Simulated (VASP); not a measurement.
Set up this calculation in VASP 6.6.1, as the native input.

| Item | Value |
| --- | --- |
| Task | single point |
| Functional | PBEsol |
| Potentials or basis | VASP PAW PBE potentials, release 64 (Se) |
| Cutoff | 520 eV |
| k mesh | 6 × 6 × 6 |
| Occupations | fermi-dirac, width 0.01 eV |
| Spin | no spin polarisation |
| Dipole correction | no |
| Further INCAR settings | ALGO = Normal; EDIFF = 1e-06; NBANDS = 27 |

The structure of Se lies in POSCAR:

```
Se
1.0
    5.6809998619      3.2799267995      1.4615667000
   -5.6809998619      3.2799267995      1.4615667000
    0.0000000000     -6.5598535991      1.4615667000
Se
6
Direct
    0.2806600000      0.1625100000      0.9181800000
    0.9181800000      0.2806600000      0.1625100000
    0.1625100000      0.9181800000      0.2806600000
    0.7193400000      0.8374900000      0.0818200000
    0.0818200000      0.7193400000      0.8374900000
    0.8374900000      0.0818200000      0.7193400000
```

This cell differs from its parent crystal: zz strain of -1 %.

The input as run:

INCAR

```
SYSTEM = Se
  PREC = Accurate
  ENCUT = 520
  EDIFF = 1E-6
  ISMEAR = -1
  SIGMA = 0.01
  LREAL = .FALSE.
  LASPH = .TRUE.
  NELM = 80
  ALGO = Normal
  ISIF = 2
  LWAVE = .FALSE.
  LCHARG = .TRUE.
  GGA = PS
  LELF = .TRUE.
  LVHAR = .TRUE.
  NBANDS = 27
```

KPOINTS

```
regular mesh
0
G
  6 6 6
  0 0 0
```

Potentials or basis: VASP PAW PBE potentials, release 64 (Se).

Command:

```sh
$ cat potpaw_PBE.64/Se/POTCAR > POTCAR
$ mpirun -np 1 vasp_std > vasp.out
```

Results of the run:

The pressure is 0.6 GPa. The largest force is 0.459 eV/Å and the band gap on the k mesh is 1.08 eV (least direct gap 1.33 eV).

Caveat: the cell differs from its parent crystal (zz strain of -1 %); this functional lacks dispersion, which holds the molecules together, so the pressure and a relaxed volume are unreliable; the PAW data sets were made with another functional, which shifts forces and pressure a little.

It took 110 s on 1 thread of Intel(R) Xeon(R) 6975P-C (Granite Rapids) (shared host), peak memory 0.39 GiB.
